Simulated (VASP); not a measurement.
SrTiO3:

```
CELL_PARAMETERS angstrom
3.90685 0.00000 0.00000
0.00000 3.90685 0.00000
0.00000 0.00000 3.90685
ATOMIC_POSITIONS crystal
Sr 0.00000 0.00000 0.00000
Ti 0.50000 0.50000 0.50000
O 0.50000 0.50000 0.00000
O 0.50000 0.00000 0.50000
O 0.00000 0.50000 0.50000
```

Base run:

- Program: VASP 6.6.1
- Functional: PBE
- Potentials or basis: VASP PAW PBE potentials, release 64 (Sr_sv, Ti_sv, O)
- Cutoff: 520 eV
- k mesh: 6 × 6 × 6
- Occupations: fermi-dirac, width 0.02 eV
- Spin: no spin polarisation

Its results: band gap on the k mesh 1.85 eV (least direct gap 2.21 eV); pressure 4.7 GPa.

Problem. The run is repeated on the same cell with these changes: functional from PBE to r2SCAN; occupations from fermi-dirac, width 0.02 eV to gaussian, width 0.01 eV. What comes out?

Solution. Band gap on the k mesh 2.27 eV (least direct gap 2.66 eV); pressure 0.9 GPa.

Caveats: the cell stands under pressure (at least some runs); the PAW data sets were made with another functional, which shifts forces and pressure a little (at least some runs).

A k mesh can miss the band edges.
